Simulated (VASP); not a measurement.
# TiPd3 in VASP: notebook

TiPd3 is run at these levels: LDA; tasks: single point.

All numbers are computed with VASP 6.6.1; they aren't measurements. Logs are shortened: lines on timing, memory, paths and dates and some standing lists are left out, and cuts for length are marked.

## 1. The cell of the first run

The structure is cubic, space group Pm-3m (No. 221). The conventional cell has a = 3.895 Å, b = 3.895 Å, c = 3.895 Å, α = 90.00°, β = 90.00°, γ = 90.00°. Ti (site symmetry m-3m) has 12 Pd at 2.75 Å within 3.6 Å. Within 3.6 Å of Pd (site symmetry 4/mmm) lie 4 Ti at 2.75 Å and 8 Pd at 2.75 Å.

## 2. Single point, LDA (volume scaled by 1.06)

The input, INCAR:

```
SYSTEM = TiPd3
  ALGO = Normal
  EDIFF = 1E-7
  ENCUT = 520
  GGA = CA
  ISIF = 2
  ISMEAR = -1
  LASPH = .TRUE.
  LCHARG = .FALSE.
  LREAL = .FALSE.
  LWAVE = .FALSE.
  NBANDS = 29
  NELM = 80
  PREC = Accurate
  SIGMA = 0.05
```

The input, KPOINTS:

```
k-points
0
G
  11 11 11
  0 0 0
```

The input, POSCAR:

```
TiPd3
1.0
    3.8949209816      0.0000000000      0.0000000000
    0.0000000000      3.8949209816      0.0000000000
    0.0000000000      0.0000000000      3.8949209816
Ti Pd
1 3
Direct
    0.0000000000      0.0000000000      0.0000000000
    0.0000000000      0.5000000000      0.5000000000
    0.5000000000      0.0000000000      0.5000000000
    0.5000000000      0.5000000000      0.0000000000
```

Potentials or basis: VASP PAW LDA potentials, release 64 (Ti_sv, Pd).

Launch:

```sh
$ cat potpaw_LDA.64/Ti_sv/POTCAR potpaw_LDA.64/Pd/POTCAR > POTCAR
$ mpirun -np 1 vasp_std > vasp.out
```

OUTCAR:

```text
SYSTEM = TiPd3
   EDIFF = 1E-7
   ENCUT = 520
   GGA = CA
   ISIF = 2
   ISMEAR = -1
   LASPH = .TRUE.
   LREAL = .FALSE.
   NELM = 80
   PREC = Accurate

 ion  position               nearest neighbor table
   1  0.000  0.000  0.000-   2 2.75   3 2.75   4 2.75   2 2.75   3 2.75   2 2.75   4 2.75   2 2.75
                             3 2.75   4 2.75   3 2.75   4 2.75
   2  0.000  0.500  0.500-   1 2.75   3 2.75   4 2.75   1 2.75   4 2.75   1 2.75   3 2.75   1 2.75
                             3 2.75   4 2.75   4 2.75   3 2.75
   3  0.500  0.000  0.500-   1 2.75   2 2.75   4 2.75   1 2.75   4 2.75   2 2.75   4 2.75   4 2.75
                             1 2.75   2 2.75   1 2.75   2 2.75
   4  0.500  0.500  0.000-   1 2.75   2 2.75   3 2.75   2 2.75   3 2.75   1 2.75   3 2.75   3 2.75
                             1 2.75   2 2.75   2 2.75   1 2.75

  LATTYP: Found a simple cubic cell.
 ALAT       =     3.8949209816

  Lattice vectors:

 A1 = (   3.8949209816,   0.0000000000,   0.0000000000)
 A2 = (   0.0000000000,   3.8949209816,   0.0000000000)
 A3 = (   0.0000000000,   0.0000000000,   3.8949209816)

Analysis of symmetry for initial positions (statically):
=====================================================================
 Subroutine PRICEL returns:
 Original cell was already a primitive cell.

 Routine SETGRP: Setting up the symmetry group for a
 simple cubic supercell.

 Subroutine GETGRP returns: Found 48 space group operations
 (whereof 48 operations were pure point group operations)
 out of a pool of 48 trial point group operations.

The static configuration has the point symmetry O_h .

Analysis of symmetry for dynamics (positions and initial velocities):
=====================================================================
 Subroutine PRICEL returns:
 Original cell was already a primitive cell.

 Routine SETGRP: Setting up the symmetry group for a
 simple cubic supercell.

 Subroutine GETGRP returns: Found 48 space group operations
 (whereof 48 operations were pure point group operations)
 out of a pool of 48 trial point group operations.

The dynamic configuration has the point symmetry O_h .

 Subroutine INISYM returns: Found 48 space group operations
 (whereof 48 operations are pure point group operations),
 and found     1 'primitive' translations

----------------------------------------------------------------------------------------

                                     Primitive cell

  volume of cell :      59.0875

  direct lattice vectors                    reciprocal lattice vectors
     3.894920982  0.000000000  0.000000000     0.256744618  0.000000000  0.000000000
     0.000000000  3.894920982  0.000000000     0.000000000  0.256744618  0.000000000
     0.000000000  0.000000000  3.894920982     0.000000000  0.000000000  0.256744618

  length of vectors
     3.894920982  3.894920982  3.894920982     0.256744618  0.256744618  0.256744618

  position of ions in fractional coordinates (direct lattice)
     0.000000000  0.000000000  0.000000000
     0.000000000  0.500000000  0.500000000
     0.500000000  0.000000000  0.500000000
     0.500000000  0.500000000  0.000000000

  ion indices of the primitive-cell ions
   primitive index   ion index
                 1           1
                 2           2
                 3           3
                 4           4

----------------------------------------------------------------------------------------

 KPOINTS: k-points

Automatic generation of k-mesh.
 Grid dimensions read from file:
 generate k-points for:   11   11   11

 Generating k-lattice:

  Cartesian coordinates                     Fractional coordinates (reciprocal lattice)
     0.023340420  0.000000000  0.000000000     0.090909091  0.000000000  0.000000000
     0.000000000  0.023340420  0.000000000     0.000000000  0.090909091  0.000000000
     0.000000000  0.000000000  0.023340420     0.000000000  0.000000000  0.090909091

  Length of vectors
     0.023340420  0.023340420  0.023340420

  Shift w.r.t. Gamma in fractional coordinates (k-lattice)
     0.000000000  0.000000000  0.000000000

 Subroutine IBZKPT returns following result:
 ===========================================

 Found     56 irreducible k-points:

 Following reciprocal coordinates:
            Coordinates               Weight
  0.000000  0.000000  0.000000      1.000000
  0.090909  0.000000  0.000000      6.000000
  0.181818  0.000000  0.000000      6.000000
  0.272727  0.000000  0.000000      6.000000
  0.363636  0.000000  0.000000      6.000000
  0.454545  0.000000  0.000000      6.000000
[... 16 lines left out ...]
  0.181818  0.090909  0.090909     24.000000
  0.272727  0.090909  0.090909     24.000000
 [... further k-points ...]
   k-points           NKPTS =     56   k-points in BZ     NKDIM =     56   number of bands    NBANDS=     29
   number of dos      NEDOS =    301   number of ions     NIONS =      4
   total plane-waves  NPLWV =  27000
   dimension x,y,z NGX =    30 NGY =   30 NGZ =   30
   dimension x,y,z NGXF=    60 NGYF=   60 NGZF=   60
   ions per type =               1   3
   NGX,Y,Z   is equivalent  to a cutoff of  12.80, 12.80, 12.80 a.u.
   NGXF,Y,Z  is equivalent  to a cutoff of  25.61, 25.61, 25.61 a.u.
 SYSTEM =  TiPd3
   PREC   = accura    normal or accurate (medium, high low for compatibility)
   ISTART =      0    job   : 0-new  1-cont  2-samecut
   ICHARG =      2    charge: 1-file 2-atom 10-const
   ISPIN  =      1    spin polarized calculation?
   LNONCOLLINEAR =      F non collinear calculations
   LSORBIT =      F    spin-orbit coupling
   LASPH  =      T    aspherical Exc in radial PAW
   ENCUT  =  520.0 eV  38.22 Ry    6.18 a.u.   7.24  7.24  7.24*2*pi/ulx,y,z
   NELM   =     80;   NELMIN=  2; NELMDL= -5     # of ELM steps
   EDIFF  = 0.1E-06   stopping-criterion for ELM
   LREAL  =      F    real-space projection
   EDIFFG = 0.1E-05   stopping-criterion for IOM
   NSW    =      0    number of steps for IOM
   IBRION =     -1    ionic relax: 0-MD 1-quasi-New 2-CG
   NFREE  =      0    steps in history (QN), initial steepest desc. (CG)
   ISIF   =      2    stress and relaxation
   ISYM   =      2    0-nonsym 1-usesym 2-fastsym
   POTIM  = 0.5000    time-step for ionic-motion
   TEBEG  =    0.0;   TEEND  =   0.0 temperature during run
   PSTRESS=    0.0 pullay stress
   NELECT =      42.0000    total number of electrons
   NUPDOWN=      -1.0000    fix difference up-down
   EMIN   =  10.00;   EMAX   =-10.00  energy-range for DOS
   EFERMI =   0.00;   METHOD = LEGACY
   ISMEAR =    -1;   SIGMA  =   0.05  broadening in eV -4-tet -1-fermi 0-gaus
   EFERMI_NEDOS =   21; number of points for ismear=-14 and -15
   IALGO  =     38    algorithm
   IMIX   =      4    mixing-type and parameters
     AMIX     =   0.40;   BMIX     =  1.00
     AMIX_MAG =   1.60;   BMIX_MAG =  1.00
  volume/ion in A,a.u.               =      14.77        99.69
  Fermi-wavevector in a.u.,A,eV,Ry     =   1.461030  2.760947 29.043133  2.134610
  Thomas-Fermi vector in A             =   2.577410
   LORBIT       =      0    0 simple, 1 ext, 2 COOP (PROOUT), +10 PAW based schemes
   GGA     = CA    functional components
   LHFCALC =     F    Hartree Fock is set to
   AEXX    =    0.0000 exact exchange contribution
   IVDW    =     0    specifies the selected vdW correction
   LEPSILON=     F    determine dielectric tensor
   LRPA    =     F    only Hartree local field effects (RPA)
 non-spin polarized calculation
  energy-cutoff  :      520.00
  volume of cell :       59.09
 maximum number of plane-waves:      1612
 NGX is ok and might be reduce to    30
   NGX = 15   NGY = 15   NGZ = 15

 number of electron      42.0000022 magnetization

 Free energy of the ion-electron system (eV)
  ---------------------------------------------------
  ext. energy  EPLUGINS =         0.00000000
  ---------------------------------------------------
  free energy    TOTEN  =       -30.73501157 eV

  energy without entropy =      -30.72181514  energy(sigma->0) =      -30.72841336

 E-fermi :  10.5882     XC(G=0): -13.2896

 val. band max:       10.5815524597   @ k =   0.4545   0.0909   0.0909
 cond. band min:      10.6431287954   @ k =   0.1818   0.0909   0.0909
 fundamental gap:      0.0615763357
 Fermi energy:        10.5881989000

 k-point     1 :       0.0000    0.0000    0.0000
  band No.  band energies     occupation
      1     -46.9020      2.00000
      2     -23.4935      2.00000
      3     -23.4935      2.00000
      4     -23.4935      2.00000
      5       2.6320      2.00000
      6       4.3867      2.00000
[... 21 lines left out ...]
     28      13.0070      0.00000
     29      20.3615      0.00000

 k-point     2 :       0.0909    0.0000    0.0000
  band No.  band energies     occupation
      1     -46.9019      2.00000
      2     -23.4954      2.00000
      3     -23.4937      2.00000
      4     -23.4937      2.00000
      5       2.7331      2.00000
      6       4.4453      2.00000
[... 21 lines left out ...]
     28      13.6110      0.00000
     29      20.3209      0.00000

 k-point     3 :       0.1818    0.0000    0.0000
  band No.  band energies     occupation
      1     -46.9016      2.00000
      2     -23.5007      2.00000
      3     -23.4944      2.00000
      4     -23.4944      2.00000
      5       3.0290      2.00000
      6       4.6117      2.00000
[... 21 lines left out ...]
     28      14.6170      0.00000
     29      20.2014      0.00000

 k-point     4 :       0.2727    0.0000    0.0000
  band No.  band energies     occupation
      1     -46.9011      2.00000
      2     -23.5075      2.00000
      3     -23.4953      2.00000
      4     -23.4953      2.00000
      5       3.4930      2.00000
      6       4.8499      2.00000
[... 21 lines left out ...]
     28      15.7417      0.00000
     29      20.0230      0.00000

 k-point     5 :       0.3636    0.0000    0.0000
  band No.  band energies     occupation
      1     -46.9007      2.00000
      2     -23.5138      2.00000
      3     -23.4961      2.00000
      4     -23.4961      2.00000
      5       4.0590      2.00000
      6       5.0369      2.00000
[... 21 lines left out ...]
     28      16.9184      0.00000
     29      19.8443      0.00000
[... 510 lines left out ...]
     28      13.9011      0.00000
     29      21.4934      0.00000

 k-point    22 :       0.0909    0.0909    0.0909
  band No.  band energies     occupation
      1     -46.9017      2.00000
      2     -23.4971      2.00000
      3     -23.4952      2.00000
      4     -23.4952      2.00000
      5       2.9300      2.00000
      6       4.5578      2.00000
[... 21 lines left out ...]
     28      13.8528      0.00000
     29      20.8372      0.00000

 k-point    23 :       0.1818    0.0909    0.0909
  band No.  band energies     occupation
      1     -46.9014      2.00000
      2     -23.5013      2.00000
      3     -23.4965      2.00000
      4     -23.4957      2.00000
      5       3.2149      2.00000
      6       4.7153      2.00000
[... 21 lines left out ...]
     28      14.5500      0.00000
     29      20.4619      0.00000

 k-point    24 :       0.2727    0.0909    0.0909
  band No.  band energies     occupation
      1     -46.9009      2.00000
      2     -23.5075      2.00000
      3     -23.4974      2.00000
      4     -23.4964      2.00000
      5       3.6613      2.00000
      6       4.9488      2.00000
[... 21 lines left out ...]
     28      15.4940      0.00000
     29      19.7451      0.00000

 [... further k-points ...]

------------------------ aborting loop because EDIFF is reached ----------------------------------------

  FORCE on cell =-STRESS in cart. coord.  units (eV):
  Direction    XX          YY          ZZ          XY          YZ          ZX
  --------------------------------------------------------------------------------------
  -------------------------------------------------------------------------------------
  Total       -3.4560148     -3.4560148     -3.4560148      0.0000000     -0.0000000      0.0000000
  in kB      -93.7109244    -93.7109244    -93.7109244      0.0000000     -0.0000000      0.0000000
  external PRESSURE =     -93.7109244 kB  Pullay stress =       0.0000000 kB

 VOLUME and BASIS-vectors are now :
 -----------------------------------------------------------------------------
  energy-cutoff  :      520.00
  volume of cell :       59.09
      direct lattice vectors                 reciprocal lattice vectors
     3.894920982  0.000000000  0.000000000     0.256744618  0.000000000  0.000000000
     0.000000000  3.894920982  0.000000000     0.000000000  0.256744618  0.000000000
     0.000000000  0.000000000  3.894920982     0.000000000  0.000000000  0.256744618

 POSITION                                       TOTAL-FORCE (eV/Angst)
 -----------------------------------------------------------------------------------
      0.00000      0.00000      0.00000         0.000000      0.000000      0.000000
      0.00000      1.94746      1.94746         0.000000      0.000000      0.000000
      1.94746      0.00000      1.94746         0.000000      0.000000      0.000000
      1.94746      1.94746      0.00000         0.000000      0.000000      0.000000
 -----------------------------------------------------------------------------------
    total drift:                                0.000000      0.000000     -0.000000

  FREE ENERGIE OF THE ION-ELECTRON SYSTEM (eV)
  ---------------------------------------------------
  free  energy   TOTEN  =       -30.7350115724 eV

  energy  without entropy=      -30.7218151395  energy(sigma->0) =      -30.72841336
```

Wall time 1.7 min (1 thread of AMD EPYC 7R43 (Zen 3), shared host); peak memory 0.17 GiB.

Results:

- Free energy: -30.7350 eV
- Pressure: -9.4 GPa
- Band gap on the k mesh: zero (band 21 reaches 11.68 eV, above the bottom of band 22 at 10.47 eV)

Levels at points of the mesh, in eV from the Fermi level:
```csv
k point,band 18,band 19,band 20,band 21,band 22,band 23,band 24,band 25
"(0.00, 0.00, 0.00)",-0.62,-0.62,-0.62,1.09,1.09,1.72,1.72,1.72
```

[end of part 1 of 3]
